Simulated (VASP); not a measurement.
Write the native input for VASP 6.6.1 that does the following.

| Item | Value |
| --- | --- |
| Task | single point |
| Functional | PBEsol |
| Potentials or basis | VASP PAW PBE potentials, release 64 (Pd) |
| Cutoff | 520 eV |
| k mesh | 14 × 14 × 5 |
| Occupations | fermi-dirac, width 0.08 eV |
| Spin | no spin polarisation |
| Dipole correction | no |
| Further INCAR settings | ALGO = Normal; EDIFF = 1e-06; NBANDS = 22 |

The structure of Pd lies in POSCAR:

```
Pd
1.0
    0.0000000000      1.9387429757     -1.9387429757
   -1.9387429757      0.0000000000      1.9387429757
    3.8774859514      3.8774859514      3.8774859514
Pd
3
Direct
    0.0000000000      0.0000000000      0.0000000000
    0.3333333330      0.6666666670      0.3333333330
    0.6666666670      0.3333333330      0.6666666670
```

These files were run (other wordings do the same):

INCAR

```
SYSTEM = Pd
PREC = Accurate
ENCUT = 520
EDIFF = 1E-6
ISMEAR = -1
SIGMA = 0.08
LREAL = .FALSE.
LASPH = .TRUE.
NELM = 80
ALGO = Normal
ISIF = 2
LWAVE = .FALSE.
LCHARG = .FALSE.
GGA = PS
NBANDS = 22
```

KPOINTS

```
Automatic mesh
0
G
  14 14 5
  0 0 0
```

Potentials or basis: VASP PAW PBE potentials, release 64 (Pd).

Command:

```sh
$ cat potpaw_PBE.64/Pd/POTCAR > POTCAR
$ mpirun -np 1 vasp_std > vasp.out
```

Results of the run:

The pressure is -0.4 GPa and the band gap on the k mesh is zero (band 15 reaches 10.13 eV, above the bottom of band 16 at 8.91 eV).

Caveat: the PAW data sets were made with another functional, which shifts forces and pressure a little.

Run time: 37 s on 1 thread of Intel(R) Xeon(R) 6975P-C (Granite Rapids), on a shared host, peak memory 0.2 GiB.
